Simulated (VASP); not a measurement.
## BaHfAu: single point with PBE

BaHfAu:

```
CELL_PARAMETERS angstrom
4.62607 0.00000 0.00000
0.00000 4.62607 0.00000
0.00000 0.00000 8.08938
ATOMIC_POSITIONS crystal
Au 0.00000 0.00000 0.00000
Au 0.50000 0.50000 0.00000
Ba 0.00000 0.50000 0.16800
Ba 0.50000 0.00000 0.83200
Hf 0.00000 0.50000 0.68800
Hf 0.50000 0.00000 0.31200
```

| Item | Value |
| --- | --- |
| Program | VASP 6.6.1 |
| Task | single point |
| Functional | PBE |
| Potentials or basis | VASP PAW PBE potentials, release 64 (Au, Ba_sv, Hf_pv) |
| Cutoff | 500 eV |
| k mesh | 7 × 7 × 4 |
| Occupations | fermi-dirac, width 0.1 eV |
| Spin | no spin polarisation |
| Dipole correction | no |
| Further INCAR settings | ALGO = Normal; EDIFF = 1e-06; NBANDS = 40 |

```
Pressure               : 19.0 GPa
Largest force          : 6.887 eV/Å
Band gap on the k mesh : zero (bands 31 and 32 overlap by 0.51 eV)
```

Forces in eV/Å, atoms in the order of the input:
```
Au   0.000  0.000  0.000
Au   0.000  0.000  0.000
Ba   0.000  0.000  6.887
Ba   0.000  0.000 -6.887
Hf   0.000  0.000 -0.343
Hf   0.000  0.000  0.343
```

Stress tensor (GPa, compression positive):
```
24.15  0.00  0.00
 0.00 24.15  0.00
 0.00  0.00  8.68
```

Levels at points of the mesh, in eV from the Fermi level:
| k point | band 28 | band 29 | band 30 | band 31 | band 32 | band 33 | band 34 | band 35 |
| --- | --- | --- | --- | --- | --- | --- | --- | --- |
| (0.00, 0.00, 0.00) | -1.84 | -1.28 | -0.09 | -0.09 | -0.01 | 0.23 | 0.29 | 0.64 |
| (0.00, 0.00, 0.50) | -1.58 | -0.52 | -0.10 | 0.02 | 0.47 | 0.47 | 0.53 | 0.65 |

It took 9.8 min on 1 thread of AMD EPYC 7571, with other jobs on the host, peak memory 0.35 GiB.

Caveat: the cell stands under pressure; spin-orbit coupling is left out, which moves the levels of the heavy elements; forces of over 1 eV/Å act on the atoms, so gaps and moduli don't describe the material at rest.
